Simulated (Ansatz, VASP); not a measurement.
# WS2: VASP beside Ansatz

The input INCAR:

```
PREC = Accurate ; ENCUT = 520
EDIFF = 1E-6 ; ISMEAR = 0
SIGMA = 0.02 ; LREAL = F
LASPH = T ; NELM = 60
ALGO = Normal ; ISIF = 2
LWAVE = F ; LCHARG = F
GGA = PE ; NBANDS = 35
```

KPOINTS

```
Automatic mesh
0
Gamma
  12 12 4
```

File POSCAR:

```
WS2
1.0
    3.1394546648      0.0000000000      0.0000000000
   -1.5697273324      2.7188474937      0.0000000000
    0.0000000000      0.0000000000     11.5906250000
W S
2 4
Direct
    0.3333333333      0.6666666667      0.2500000000
    0.6666666667      0.3333333333      0.7500000000
    0.3333333333      0.6666666667      0.6229393877
    0.6666666667      0.3333333333      0.1229393877
    0.3333333333      0.6666666667      0.8770606123
    0.6666666667      0.3333333333      0.3770606123
```

Input for Ansatz:

```yaml
crystal:
  lattice:
    - [3.1394546648, 0.0, 0.0]
    - [-1.5697273324, 2.7188474937, 0.0]
    - [0.0, 0.0, 11.590625]
  atoms:
    - { symbol: W, position: [0.3333333333, 0.6666666667, 0.25] }
    - { symbol: W, position: [0.6666666667, 0.3333333333, 0.75] }
    - { symbol: S, position: [0.3333333333, 0.6666666667, 0.6229393877] }
    - { symbol: S, position: [0.6666666667, 0.3333333333, 0.1229393877] }
    - { symbol: S, position: [0.3333333333, 0.6666666667, 0.8770606123] }
    - { symbol: S, position: [0.6666666667, 0.3333333333, 0.3770606123] }
basis:
  ecutwfc: 420
kpoints:
  mp_grid: { grid: [12, 12, 4] }
hamiltonian:
  xc: pbe
scf:
  occupations: { method: gaussian, width: 0.02 }
output:
  forces: true
  stress: true
  eigenvalues: true
```

Alike in both runs: task single point; functional PBE; k mesh 12 × 12 × 4; occupations gaussian, width 0.02 eV; no spin polarisation.

|  | VASP | Ansatz |
| --- | --- | --- |
| version | VASP 6.6.1 | Ansatz 0.2.0 |
| potentials or method | VASP PAW PBE potentials, release 64 (W_sv, S), cutoff 520 eV | scalar-relativistic, plane waves, PAW |
| valence electrons in the cell | 52 | 52 |

|  | VASP | Ansatz | Ansatz less VASP |
| --- | --- | --- | --- |
| gap on the k mesh at the Fermi level (eV) | 0.43 | 0.40 | -0.029 |
| least direct gap on the mesh (eV) | 1.59 | 1.59 | -0.004 |
| pressure (GPa) | 20.1 | 20.1 | +0.04 |
| traceless stress, the component that is largest in VASP (GPa) | 9.02 | 9.02 | +0.010 |
| rms of the force components (eV/Å) | 1.127 | 1.127 | +0.0002 |

Atom by atom the forces differ by 0.000 eV/Å (rms over components). The functional is the same, so the differences come from potentials, cutoffs and numerics.

Spin-orbit coupling is off throughout.
